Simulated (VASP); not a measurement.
**In2GaP3: single point with PBE**

The system is In2GaP3.

```
In Ga P
1.0
     2.13270   -7.16308    0.00000
     2.13270    7.16308    0.00000
     0.00000    0.00000    4.41375
In Ga P
2 1 3
Direct
  0.12500 0.87500 0.50000
  0.87500 0.12500 0.50000
  0.00000 0.00000 0.00000
  0.50000 0.50000 0.50000
  0.31500 0.68500 0.00000
  0.68500 0.31500 0.00000
```

- Program: VASP 6.6.1
- Task: single point
- Functional: PBE
- Potentials or basis: VASP PAW PBE potentials, release 64 (In_d, Ga_d, P)
- Cutoff: 520 eV
- k mesh: 4 × 4 × 4
- Occupations: gaussian, width 0.1 eV
- Spin: no spin polarisation

- Pressure: -3.0 GPa
- Largest force: 1.365 eV/Å
- Band gap on the k mesh: zero (band 27 reaches 6.35 eV, above the bottom of band 28 at 5.05 eV)

Forces on the atoms (eV/Å):
```
In   0.000 -1.305  0.000
In   0.000  1.305  0.000
Ga   0.000  0.000  0.000
P    0.000  0.000  0.000
P    0.000  1.365  0.000
P    0.000 -1.365  0.000
```

Stress tensor (GPa, compression positive):
```
-10.20   0.00   0.00
  0.00   0.45   0.00
  0.00   0.00   0.66
```

Levels at points of the mesh, in eV from the Fermi level:
```
           k point  band 23  band 24  band 25  band 26  band 27  band 28  band 29  band 30  band 31  band 32
(0.00, 0.00, 0.00)    -2.77    -2.35    -1.13    -1.05    -0.62    -0.19     0.80     1.54     2.10     2.72
(0.50, 0.00, 0.00)    -1.91    -1.63    -1.02    -0.94    -0.14    -0.12     0.84     1.06     2.03     2.20
(0.50, 0.50, 0.00)    -2.42    -1.86    -1.79    -1.75    -0.13     0.19     0.56     0.75     1.62     3.25
(0.00, 0.00, 0.50)    -2.15    -1.92    -1.57    -1.22     0.26     0.49     0.68     1.22     2.23     3.02
(0.50, 0.00, 0.50)    -4.13    -2.86    -2.82    -2.02    -1.52     0.24     0.91     1.09     3.23     3.41
(0.50, 0.50, 0.50)    -2.34    -2.21    -1.88    -0.68     0.06     0.49     0.78     0.85     2.10     2.12
```

Wall time 91 s on 1 thread of Intel(R) Xeon(R) Platinum 8375C CPU @ 2.90GHz (Ice Lake), with other jobs on the host, peak memory 0.37 GiB.

Caveat: the k points lie up to 0.38 Å⁻¹ apart; spin-orbit coupling is left out, which moves the levels of the heavy elements; forces of over 1 eV/Å act on the atoms, so gaps and moduli don't describe the material at rest.
